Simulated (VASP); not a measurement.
# Si (Fd-3m) in VASP: single point with PBEsol

Aim: the single point of Si with PBEsol.

All numbers are computed with VASP 6.6.1; they aren't measurements. Logs are shortened: lines on timing, memory, paths and dates and some standing lists are left out, and cuts for length are marked.

## (1) The cell of the first run

Symmetry: Fd-3m, No. 227, cubic system. The conventional cell has a = 5.434 Å, b = 5.434 Å, c = 5.434 Å, α = 90.00°, β = 90.00°, γ = 90.00°. Si (site symmetry -43m) has 4 Si at 2.35 Å within 3.1 Å.

## (2) Single point, PBEsol

Input file INCAR:

```
SYSTEM = Si
ALGO     = Normal         ! electronic algorithm
EDIFF    = 1E-6           ! SCF threshold, eV
ENCUT    = 520            ! plane-wave cutoff, eV
GGA      = PS             ! functional
ISIF     = 2              ! what is computed and relaxed
ISMEAR   = 0              ! smearing method
LASPH    = .True.         ! aspherical terms in the spheres
LCHARG   = .True.         ! write CHGCAR
LELF     = .True.         ! ELF
LREAL    = .False.        ! projectors in reciprocal space
LVHAR    = .True.       
LWAVE    = .False.        ! write WAVECAR
NBANDS   = 11             ! bands
NELM     = 80             ! most SCF steps
PREC     = Accurate       ! precision mode
SIGMA    = 0.02           ! smearing width, eV
```

Input file KPOINTS:

```
k-points
0
Gamma
  8 8 8
  0 0 0
```

Input file POSCAR:

```
Si
1.0
    0.0000000000      2.7169171024      2.7169171024
    2.7169171024      0.0000000000      2.7169171024
    2.7169171024      2.7169171024      0.0000000000
Si
2
Direct
    0.7500000000      0.7500000000      0.7500000000
    0.5000000000      0.5000000000      0.5000000000
```

Potentials or basis: VASP PAW PBE potentials, release 64 (Si).

Launch:

```bash
$ cat potpaw_PBE.64/Si/POTCAR > POTCAR
$ mpirun -np 1 vasp_std > vasp.out
```

OUTCAR:

```text
SYSTEM = Si
   EDIFF = 1E-6
   ENCUT = 520
   GGA = PS
   ISIF = 2
   ISMEAR = 0
   LASPH = .True.
   LREAL = .False.
   NELM = 80
   PREC = Accurate

 ion  position               nearest neighbor table
   1  0.750  0.750  0.750-   2 2.35   2 2.35   2 2.35   2 2.35
   2  0.500  0.500  0.500-   1 2.35   1 2.35   1 2.35   1 2.35

  LATTYP: Found a face centered cubic cell.
 ALAT       =     5.4338342048

  Lattice vectors:

 A1 = (   0.0000000000,   2.7169171024,   2.7169171024)
 A2 = (   2.7169171024,   0.0000000000,   2.7169171024)
 A3 = (   2.7169171024,   2.7169171024,   0.0000000000)

Analysis of symmetry for initial positions (statically):
=====================================================================
 Subroutine PRICEL returns:
 Original cell was already a primitive cell.

 Routine SETGRP: Setting up the symmetry group for a
 face centered cubic supercell.

 Subroutine GETGRP returns: Found 48 space group operations
 (whereof 24 operations were pure point group operations)
 out of a pool of 48 trial point group operations.

The static configuration has the point symmetry T_d .
 The point group associated with its full space group is O_h .

Analysis of symmetry for dynamics (positions and initial velocities):
=====================================================================
 Subroutine PRICEL returns:
 Original cell was already a primitive cell.

 Routine SETGRP: Setting up the symmetry group for a
 face centered cubic supercell.

 Subroutine GETGRP returns: Found 48 space group operations
 (whereof 24 operations were pure point group operations)
 out of a pool of 48 trial point group operations.

The dynamic configuration has the point symmetry T_d .
 The point group associated with its full space group is O_h .

 Subroutine INISYM returns: Found 48 space group operations
 (whereof 24 operations are pure point group operations),
 and found     1 'primitive' translations

----------------------------------------------------------------------------------------

                                     Primitive cell

  volume of cell :      40.1106

  direct lattice vectors                    reciprocal lattice vectors
     0.000000000  2.716917102  2.716917102    -0.184032115  0.184032115  0.184032115
     2.716917102  0.000000000  2.716917102     0.184032115 -0.184032115  0.184032115
     2.716917102  2.716917102  0.000000000     0.184032115  0.184032115 -0.184032115

  length of vectors
     3.842301014  3.842301014  3.842301014     0.318752973  0.318752973  0.318752973

  position of ions in fractional coordinates (direct lattice)
     0.750000000  0.750000000  0.750000000
     0.500000000  0.500000000  0.500000000

  ion indices of the primitive-cell ions
   primitive index   ion index
                 1           1
                 2           2

----------------------------------------------------------------------------------------

 KPOINTS: k-points

Automatic generation of k-mesh.
 Grid dimensions read from file:
 generate k-points for:    8    8    8

 Generating k-lattice:

  Cartesian coordinates                     Fractional coordinates (reciprocal lattice)
    -0.023004014  0.023004014  0.023004014     0.125000000  0.000000000  0.000000000
     0.023004014 -0.023004014  0.023004014     0.000000000  0.125000000  0.000000000
     0.023004014  0.023004014 -0.023004014     0.000000000  0.000000000  0.125000000

  Length of vectors
     0.039844122  0.039844122  0.039844122

  Shift w.r.t. Gamma in fractional coordinates (k-lattice)
     0.000000000  0.000000000  0.000000000

 Subroutine IBZKPT returns following result:
 ===========================================

 Found     29 irreducible k-points:

 Following reciprocal coordinates:
            Coordinates               Weight
  0.000000  0.000000  0.000000      1.000000
  0.125000  0.000000  0.000000      8.000000
  0.250000  0.000000  0.000000      8.000000
  0.375000  0.000000  0.000000      8.000000
  0.500000  0.000000  0.000000      4.000000
  0.125000  0.125000  0.000000      6.000000
[... 16 lines left out ...]
  0.500000  0.250000  0.125000     48.000000
 -0.375000  0.250000  0.125000     24.000000
 [... further k-points ...]
   k-points           NKPTS =     29   k-points in BZ     NKDIM =     29   number of bands    NBANDS=     11
   number of dos      NEDOS =    301   number of ions     NIONS =      2
   total plane-waves  NPLWV =  27000
   dimension x,y,z NGX =    30 NGY =   30 NGZ =   30
   dimension x,y,z NGXF=    60 NGYF=   60 NGZF=   60
   ions per type =               2
   NGX,Y,Z   is equivalent  to a cutoff of  12.98, 12.98, 12.98 a.u.
   NGXF,Y,Z  is equivalent  to a cutoff of  25.96, 25.96, 25.96 a.u.
 SYSTEM =  Si
   PREC   = accura    normal or accurate (medium, high low for compatibility)
   ISTART =      0    job   : 0-new  1-cont  2-samecut
   ICHARG =      2    charge: 1-file 2-atom 10-const
   ISPIN  =      1    spin polarized calculation?
   LNONCOLLINEAR =      F non collinear calculations
   LSORBIT =      F    spin-orbit coupling
   LASPH  =      T    aspherical Exc in radial PAW
   ENCUT  =  520.0 eV  38.22 Ry    6.18 a.u.   7.14  7.14  7.14*2*pi/ulx,y,z
   NELM   =     80;   NELMIN=  2; NELMDL= -5     # of ELM steps
   EDIFF  = 0.1E-05   stopping-criterion for ELM
   LREAL  =      F    real-space projection
   EDIFFG = 0.1E-04   stopping-criterion for IOM
   NSW    =      0    number of steps for IOM
   IBRION =     -1    ionic relax: 0-MD 1-quasi-New 2-CG
   NFREE  =      0    steps in history (QN), initial steepest desc. (CG)
   ISIF   =      2    stress and relaxation
   ISYM   =      2    0-nonsym 1-usesym 2-fastsym
   POTIM  = 0.5000    time-step for ionic-motion
   TEBEG  =    0.0;   TEEND  =   0.0 temperature during run
   PSTRESS=    0.0 pullay stress
   NELECT =       8.0000    total number of electrons
   NUPDOWN=      -1.0000    fix difference up-down
   EMIN   =  10.00;   EMAX   =-10.00  energy-range for DOS
   EFERMI =   0.00;   METHOD = LEGACY
   ISMEAR =     0;   SIGMA  =   0.02  broadening in eV -4-tet -1-fermi 0-gaus
   EFERMI_NEDOS =   21; number of points for ismear=-14 and -15
   IALGO  =     38    algorithm
   IMIX   =      4    mixing-type and parameters
     AMIX     =   0.40;   BMIX     =  1.00
     AMIX_MAG =   1.60;   BMIX_MAG =  1.00
  volume/ion in A,a.u.               =      20.06       135.34
  Fermi-wavevector in a.u.,A,eV,Ry     =   0.956500  1.807523 12.447872  0.914893
  Thomas-Fermi vector in A             =   2.085434
   LORBIT       =      0    0 simple, 1 ext, 2 COOP (PROOUT), +10 PAW based schemes
   GGA     = PS    functional components
   LHFCALC =     F    Hartree Fock is set to
   AEXX    =    0.0000 exact exchange contribution
   IVDW    =     0    specifies the selected vdW correction
   LEPSILON=     F    determine dielectric tensor
   LRPA    =     F    only Hartree local field effects (RPA)
 non-spin polarized calculation
 Gauss-broadening in eV      SIGMA  =   0.02
  energy-cutoff  :      520.00
  volume of cell :       40.11
 maximum number of plane-waves:      1106
 NGX is ok and might be reduce to    30
   NGX = 15   NGY = 15   NGZ = 15

 number of electron       8.0000001 magnetization

 Free energy of the ion-electron system (eV)
  ---------------------------------------------------
  ext. energy  EPLUGINS =         0.00000000
  ---------------------------------------------------
  free energy    TOTEN  =       -11.48911737 eV

  energy without entropy =      -11.48911737  energy(sigma->0) =      -11.48911737

 E-fermi :   5.9271     XC(G=0):  -9.5463

 val. band max:        5.7740601718   @ k =   0.0000   0.0000   0.0000
 cond. band min:       6.2794852218   @ k =   0.3750   0.3750   0.0000
 fundamental gap:      0.5054250501
 Fermi energy:         5.9271108508

 k-point     1 :       0.0000    0.0000    0.0000
  band No.  band energies     occupation
      1      -6.2048      2.00000
      2       5.7741      2.00000
      3       5.7741      2.00000
      4       5.7741      2.00000
      5       8.2900      0.00000
      6       8.2900      0.00000
      7       8.2900      0.00000
      8       9.0785      0.00000
      9      13.4608      0.00000
     10      13.4608      0.00000
     11      13.4767      0.00000

 k-point     2 :       0.1250    0.0000    0.0000
  band No.  band energies     occupation
      1      -6.0001      2.00000
      2       4.1617      2.00000
      3       5.4819      2.00000
      4       5.4819      2.00000
      5       8.2144      0.00000
      6       8.7174      0.00000
      7       8.7174      0.00000
      8      10.4280      0.00000
      9      12.9566      0.00000
     10      12.9566      0.00000
     11      14.2832      0.00000

 k-point     3 :       0.2500    0.0000    0.0000
  band No.  band energies     occupation
      1      -5.4028      2.00000
      2       1.8248      2.00000
      3       5.0097      2.00000
      4       5.0097      2.00000
      5       7.7290      0.00000
      6       9.2302      0.00000
      7       9.2302      0.00000
      8      12.6079      0.00000
      9      12.9035      0.00000
     10      12.9035      0.00000
     11      14.5516      0.00000

 k-point     4 :       0.3750    0.0000    0.0000
  band No.  band energies     occupation
      1      -4.5044      2.00000
      2      -0.2028      2.00000
      3       4.6833      2.00000
      4       4.6833      2.00000
      5       7.3617      0.00000
      6       9.1627      0.00000
      7       9.1627      0.00000
      8      13.4569      0.00000
      9      14.2959      0.00000
     10      14.2959      0.00000
     11      15.3282      0.00000
[... 239 lines left out ...]
 k-point    22 :       0.3750    0.2500    0.1250
  band No.  band energies     occupation
      1      -4.8716      2.00000
      2       1.4768      2.00000
      3       3.0266      2.00000
      4       4.3340      2.00000
      5       8.1462      0.00000
      6       9.6090      0.00000
      7       9.8777      0.00000
      8      11.2271      0.00000
      9      13.4977      0.00000
     10      15.9759      0.00000
     11      16.6899      0.00000

 k-point    23 :       0.5000    0.2500    0.1250
  band No.  band energies     occupation
      1      -3.9790      2.00000
      2      -0.0826      2.00000
      3       2.4167      2.00000
      4       3.8256      2.00000
      5       8.5699      0.00000
      6       9.2521      0.00000
      7      10.7097      0.00000
      8      11.6539      0.00000
      9      14.7259      0.00000
     10      15.4066      0.00000
     11      17.6235      0.00000

 k-point    24 :      -0.3750    0.2500    0.1250
  band No.  band energies     occupation
      1      -3.3201      2.00000
      2      -1.0366      2.00000
      3       2.2892      2.00000
      4       3.5931      2.00000
      5       8.7708      0.00000
      6       8.8113      0.00000
      7      11.6293      0.00000
      8      12.8063      0.00000
      9      13.0926      0.00000
     10      16.2532      0.00000
     11      17.3861      0.00000

 [... further k-points ...]
[... 5 lines left out ...]
  --------------------------------------------------------------------------------------
  -------------------------------------------------------------------------------------
  Total        0.0271329      0.0271329      0.0271329      0.0000000      0.0000000      0.0000000
  in kB        1.0837943      1.0837943      1.0837943      0.0000000      0.0000000      0.0000000
  external PRESSURE =       1.0837943 kB  Pullay stress =       0.0000000 kB

 VOLUME and BASIS-vectors are now :
 -----------------------------------------------------------------------------
  energy-cutoff  :      520.00
  volume of cell :       40.11
      direct lattice vectors                 reciprocal lattice vectors
     0.000000000  2.716917102  2.716917102    -0.184032115  0.184032115  0.184032115
     2.716917102  0.000000000  2.716917102     0.184032115 -0.184032115  0.184032115
     2.716917102  2.716917102  0.000000000     0.184032115  0.184032115 -0.184032115

 POSITION                                       TOTAL-FORCE (eV/Angst)
 -----------------------------------------------------------------------------------
      4.07538      4.07538      4.07538        -0.000000      0.000000     -0.000000
      2.71692      2.71692      2.71692         0.000000     -0.000000      0.000000
 -----------------------------------------------------------------------------------
    total drift:                                0.000000     -0.000000     -0.000000

  FREE ENERGIE OF THE ION-ELECTRON SYSTEM (eV)
  ---------------------------------------------------
  free  energy   TOTEN  =       -11.4891173711 eV

  energy  without entropy=      -11.4891173711  energy(sigma->0) =      -11.48911737
```

Wall time 17 s (1 thread of Intel Xeon Platinum 8488C (Sapphire Rapids), shared host); peak memory 0.15 GiB.

What came out:

- Free energy: -11.4891 eV
- Pressure: 0.1 GPa
- Band gap on the k mesh: 0.51 eV, indirect (least direct gap 2.52 eV)

Levels at points of the mesh, in eV from the valence-band top:
```
           k point  band 1  band 2  band 3  band 4  band 5  band 6  band 7  band 8  band 9
(0.00, 0.00, 0.00)  -11.98    0.00    0.00    0.00    2.52    2.52    2.52    3.30    7.69
(0.50, 0.00, 0.00)   -9.63   -7.01   -1.20   -1.20    1.46    3.27    3.27    7.51   10.51
(0.50, 0.50, 0.00)   -7.82   -7.82   -2.87   -2.87    0.59    0.59   10.05   10.05   10.93
```

Caveat: the PAW data sets were made with another functional, which shifts forces and pressure a little. As with any semilocal functional, this PBEsol gap is likely too small.
